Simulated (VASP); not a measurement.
# Mo (Im-3m) in VASP: density of states with LDA

Aim: the density of states of Mo with LDA.

Everything below comes from runs of VASP 6.6.1. Logs are shortened: lines on timing, memory, paths and dates and some standing lists are left out, and cuts for length are marked.

## (1) The cell of the first run

It takes space group Im-3m (No. 229, cubic). Conventional cell: a = 3.111 Å, b = 3.111 Å, c = 3.111 Å, α = 90.00°, β = 90.00°, γ = 90.00°. Within 3.6 Å of Mo (site symmetry m-3m) lie 14 Mo at 2.69 to 3.11 Å.

## (2) Density of states, LDA

File POSCAR:

```
Mo
1.0
   -1.5555464685      1.5555464685      1.5555464685
    1.5555464685     -1.5555464685      1.5555464685
    1.5555464685      1.5555464685     -1.5555464685
Mo
1
Direct
    0.0000000000      0.0000000000      0.0000000000
```

File INCAR.step1:

```
  ALGO = Normal
  EDIFF = 1E-7
  ENCUT = 520
  GGA = CA
  ISIF = 2
  ISMEAR = 0
  LASPH = T
  LCHARG = T
  LMAXMIX = 4
  LREAL = F
  LWAVE = F
  NBANDS = 13
  NELM = 100
  PREC = Accurate
  SIGMA = 0.05
```

File KPOINTS.step1:

```
k-points
0
Gamma
  18 18 18
```

File INCAR.step2:

```
  ALGO = Normal
  EDIFF = 1E-7
  ENCUT = 520
  GGA = CA
  ICHARG = 11
  ISIF = 2
  ISMEAR = -5
  LASPH = T
  LCHARG = F
  LMAXMIX = 4
  LORBIT = 10
  LREAL = F
  LWAVE = F
  NBANDS = 13
  NEDOS = 1001
  NELM = 100
  PREC = Accurate
  SIGMA = 0.05
```

File KPOINTS.step2:

```
k-points
0
Gamma
  27 27 27
```

Potentials or basis: VASP PAW LDA potentials, release 64 (Mo_sv).

Started as:

```
$ cat potpaw_LDA.64/Mo_sv/POTCAR > POTCAR
$ cp INCAR.step1 INCAR
$ cp KPOINTS.step1 KPOINTS
$ mpirun -np 1 vasp_std > vasp.out
$ cp INCAR.step2 INCAR
$ cp KPOINTS.step2 KPOINTS
$ mpirun -np 1 vasp_std > vasp.out
```

OUTCAR:

```text
EDIFF = 1E-7
   ENCUT = 520
   GGA = CA
   ICHARG = 11
   ISIF = 2
   ISMEAR = -5
   LASPH = T
   LORBIT = 10
   LREAL = F
   NELM = 100
   PREC = Accurate

 ion  position               nearest neighbor table
   1  0.000  0.000  0.000-

  LATTYP: Found a body centered cubic cell.
 ALAT       =     3.1110929370

  Lattice vectors:

 A1 = (  -1.5555464685,   1.5555464685,   1.5555464685)
 A2 = (   1.5555464685,  -1.5555464685,   1.5555464685)
 A3 = (   1.5555464685,   1.5555464685,  -1.5555464685)

Analysis of symmetry for initial positions (statically):
=====================================================================
 Subroutine PRICEL returns:
 Original cell was already a primitive cell.

 Routine SETGRP: Setting up the symmetry group for a
 body centered cubic supercell.

 Subroutine GETGRP returns: Found 48 space group operations
 (whereof 48 operations were pure point group operations)
 out of a pool of 48 trial point group operations.

The static configuration has the point symmetry O_h .

Analysis of symmetry for dynamics (positions and initial velocities):
=====================================================================
 Subroutine PRICEL returns:
 Original cell was already a primitive cell.

 Routine SETGRP: Setting up the symmetry group for a
 body centered cubic supercell.

 Subroutine GETGRP returns: Found 48 space group operations
 (whereof 48 operations were pure point group operations)
 out of a pool of 48 trial point group operations.

The dynamic configuration has the point symmetry O_h .

 Subroutine INISYM returns: Found 48 space group operations
 (whereof 48 operations are pure point group operations),
 and found     1 'primitive' translations

----------------------------------------------------------------------------------------

                                     Primitive cell

  volume of cell :      15.0560

  direct lattice vectors                    reciprocal lattice vectors
    -1.555546469  1.555546469  1.555546469     0.000000000  0.321430449  0.321430449
     1.555546469 -1.555546469  1.555546469     0.321430449  0.000000000  0.321430449
     1.555546469  1.555546469 -1.555546469     0.321430449  0.321430449  0.000000000

  length of vectors
     2.694285517  2.694285517  2.694285517     0.454571301  0.454571301  0.454571301

  position of ions in fractional coordinates (direct lattice)
     0.000000000  0.000000000  0.000000000

  ion indices of the primitive-cell ions
   primitive index   ion index
                 1           1

----------------------------------------------------------------------------------------

 KPOINTS: k-points

Automatic generation of k-mesh.
 Grid dimensions read from file:
 generate k-points for:   27   27   27

 Generating k-lattice:

  Cartesian coordinates                     Fractional coordinates (reciprocal lattice)
     0.000000000  0.011904831  0.011904831     0.037037037  0.000000000  0.000000000
     0.011904831  0.000000000  0.011904831     0.000000000  0.037037037  0.000000000
     0.011904831  0.011904831  0.000000000     0.000000000  0.000000000  0.037037037

  Length of vectors
     0.016835974  0.016835974  0.016835974

  Shift w.r.t. Gamma in fractional coordinates (k-lattice)
     0.000000000  0.000000000  0.000000000

 TETIRR: Found  23679 inequivalent tetrahedra from   118098

 Subroutine IBZKPT returns following result:
 ===========================================

 Found    560 irreducible k-points:

 Following reciprocal coordinates:
            Coordinates               Weight
  0.000000  0.000000  0.000000      1.000000
  0.037037  0.000000  0.000000     12.000000
  0.074074  0.000000  0.000000     12.000000
  0.111111  0.000000  0.000000     12.000000
  0.148148  0.000000  0.000000     12.000000
  0.185185  0.000000  0.000000     12.000000
[... 16 lines left out ...]
  0.333333  0.037037  0.000000     48.000000
  0.370370  0.037037  0.000000     48.000000
 [... further k-points ...]
   k-points           NKPTS =    560   k-points in BZ     NKDIM =    560   number of bands    NBANDS=     13
   number of dos      NEDOS =   1001   number of ions     NIONS =      1
   total plane-waves  NPLWV =   8000
   dimension x,y,z NGX =    20 NGY =   20 NGZ =   20
   dimension x,y,z NGXF=    40 NGYF=   40 NGZF=   40
   ions per type =               1
   NGX,Y,Z   is equivalent  to a cutoff of  12.34, 12.34, 12.34 a.u.
   NGXF,Y,Z  is equivalent  to a cutoff of  24.68, 24.68, 24.68 a.u.
 SYSTEM =  unknown system
   PREC   = accura    normal or accurate (medium, high low for compatibility)
   ISTART =      0    job   : 0-new  1-cont  2-samecut
   ICHARG =     11    charge: 1-file 2-atom 10-const
   ISPIN  =      1    spin polarized calculation?
   LNONCOLLINEAR =      F non collinear calculations
   LSORBIT =      F    spin-orbit coupling
   LASPH  =      T    aspherical Exc in radial PAW
   ENCUT  =  520.0 eV  38.22 Ry    6.18 a.u.   5.01  5.01  5.01*2*pi/ulx,y,z
   NELM   =    100;   NELMIN=  2; NELMDL=  0     # of ELM steps
   EDIFF  = 0.1E-06   stopping-criterion for ELM
   LREAL  =      F    real-space projection
   EDIFFG = 0.1E-05   stopping-criterion for IOM
   NSW    =      0    number of steps for IOM
   IBRION =     -1    ionic relax: 0-MD 1-quasi-New 2-CG
   NFREE  =      0    steps in history (QN), initial steepest desc. (CG)
   ISIF   =      2    stress and relaxation
   ISYM   =      2    0-nonsym 1-usesym 2-fastsym
   POTIM  = 0.5000    time-step for ionic-motion
   TEBEG  =    0.0;   TEEND  =   0.0 temperature during run
   PSTRESS=    0.0 pullay stress
   NELECT =      14.0000    total number of electrons
   NUPDOWN=      -1.0000    fix difference up-down
   EMIN   =  10.00;   EMAX   =-10.00  energy-range for DOS
   EFERMI =   0.00;   METHOD = LEGACY
   ISMEAR =    -5;   SIGMA  =   0.05  broadening in eV -4-tet -1-fermi 0-gaus
   EFERMI_NEDOS =   21; number of points for ismear=-14 and -15
   IALGO  =     38    algorithm
   IMIX   =      4    mixing-type and parameters
     AMIX     =   0.40;   BMIX     =  1.00
     AMIX_MAG =   1.60;   BMIX_MAG =  1.00
  volume/ion in A,a.u.               =      15.06       101.60
  Fermi-wavevector in a.u.,A,eV,Ry     =   1.597894  3.019581 34.739265  2.553264
  Thomas-Fermi vector in A             =   2.695429
   LORBIT       =     10    0 simple, 1 ext, 2 COOP (PROOUT), +10 PAW based schemes
   GGA     = CA    functional components
   LHFCALC =     F    Hartree Fock is set to
   AEXX    =    0.0000 exact exchange contribution
   IVDW    =     0    specifies the selected vdW correction
   LEPSILON=     F    determine dielectric tensor
   LRPA    =     F    only Hartree local field effects (RPA)
 non-spin polarized calculation
 Fermi weights with tetrahedron method with Bloechl corrections
  energy-cutoff  :      520.00
  volume of cell :       15.06
 maximum number of plane-waves:       420

 number of electron      13.9999996 magnetization

 Free energy of the ion-electron system (eV)
  ---------------------------------------------------
  ext. energy  EPLUGINS =         0.00000000
  ---------------------------------------------------
  free energy    TOTEN  =       -12.13021139 eV

  energy without entropy =      -12.13021139  energy(sigma->0) =      -12.13021139

 E-fermi :  13.1123     XC(G=0): -13.8144

 val. band max:       13.1670686881   @ k =   0.3704   0.1111   0.0370
 cond. band min:      13.0875758506   @ k =   0.1852   0.0000   0.0000
 fundamental gap:     -0.0794928375
 Fermi energy:        13.1122852952

 k-point     1 :       0.0000    0.0000    0.0000
  band No.  band energies     occupation
      1     -47.8636      2.00000
      2     -21.2106      2.00000
      3     -21.2106      2.00000
      4     -21.2106      2.00000
      5       5.7377      2.00000
      6      11.6333      2.00000
      7      11.6333      2.00000
      8      11.6333      2.00000
      9      14.7766      0.00000
     10      14.7766      0.00000
     11      27.9606      0.00000
     12      27.9606      0.00000
     13      27.9606      0.00000

 k-point     2 :       0.0370    0.0000    0.0000
  band No.  band energies     occupation
      1     -47.8594      2.00000
      2     -21.2339      2.00000
      3     -21.2177      2.00000
      4     -21.2108      2.00000
      5       5.8020      2.00000
      6      11.5962      2.00000
      7      11.6280      2.00000
      8      11.6937      2.00000
      9      14.7187      0.00000
     10      14.7772      0.00000
     11      28.0116      0.00000
     12      28.0687      0.00000
     13      28.0978      0.00000

 k-point     3 :       0.0741    0.0000    0.0000
  band No.  band energies     occupation
      1     -47.8472      2.00000
      2     -21.3022      2.00000
      3     -21.2386      2.00000
      4     -21.2114      2.00000
      5       5.9907      2.00000
      6      11.4888      2.00000
      7      11.6079      2.00000
      8      11.8737      2.00000
      9      14.5671      0.00000
     10      14.7802      0.00000
     11      28.1529      0.00000
     12      28.3887      0.00000
     13      28.4798      0.00000
[... 305 lines left out ...]
 k-point    23 :       0.3333    0.0370    0.0000
  band No.  band energies     occupation
      1     -47.6114      2.00000
      2     -22.5040      2.00000
      3     -21.6220      2.00000
      4     -21.2318      2.00000
      5       7.8864      2.00000
      6       9.8570      2.00000
      7      12.6506      2.04702
      8      14.6389      0.00000
      9      15.2719      0.00000
     10      16.3468      0.00000
     11      26.4766      0.00000
     12      27.5649      0.00000
     13      33.6784      0.00000

 k-point    24 :       0.3704    0.0370    0.0000
  band No.  band energies     occupation
      1     -47.5844      2.00000
      2     -22.6303      2.00000
      3     -21.6645      2.00000
      4     -21.2333      2.00000
      5       7.7712      2.00000
      6       9.7046      2.00000
      7      13.2999      0.54362
      8      14.8063      0.00000
      9      15.3937      0.00000
     10      17.0685      0.00000
     11      25.9432      0.00000
     12      26.7028      0.00000
     13      32.5147      0.00000

 [... further k-points ...]
[... 5 lines left out ...]
  --------------------------------------------------------------------------------------
  -------------------------------------------------------------------------------------
  Total        0.1158718      0.1158718      0.1158718      0.0000000      0.0000000      0.0000000
  in kB       12.3304678     12.3304678     12.3304678      0.0000000      0.0000000      0.0000000
  external PRESSURE =      12.3304678 kB  Pullay stress =       0.0000000 kB

 VOLUME and BASIS-vectors are now :
 -----------------------------------------------------------------------------
  energy-cutoff  :      520.00
  volume of cell :       15.06
      direct lattice vectors                 reciprocal lattice vectors
    -1.555546469  1.555546469  1.555546469     0.000000000  0.321430449  0.321430449
     1.555546469 -1.555546469  1.555546469     0.321430449  0.000000000  0.321430449
     1.555546469  1.555546469 -1.555546469     0.321430449  0.321430449  0.000000000

 POSITION                                       TOTAL-FORCE (eV/Angst)
 -----------------------------------------------------------------------------------
      0.00000      0.00000      0.00000         0.000000     -0.000000      0.000000
 -----------------------------------------------------------------------------------
    total drift:                                0.000000     -0.000000      0.000000

  FREE ENERGIE OF THE ION-ELECTRON SYSTEM (eV)
  ---------------------------------------------------
  free  energy   TOTEN  =       -12.1302113868 eV

  energy  without entropy=      -12.1302113868  energy(sigma->0) =      -12.13021139

 total charge

# of ion       s       p       d       tot
------------------------------------------
    1        2.400   6.220   3.989  12.608
```

It took 2.2 min on 1 thread of Intel Xeon 8259CL, shared host; peak memory 0.25 GiB.

Results:

| Item | Value |
| --- | --- |
| Valence electrons inside the program's atomic spheres | Mo 12.61 |

Caveat: tetrahedron occupations give inexact forces and stress in metals.
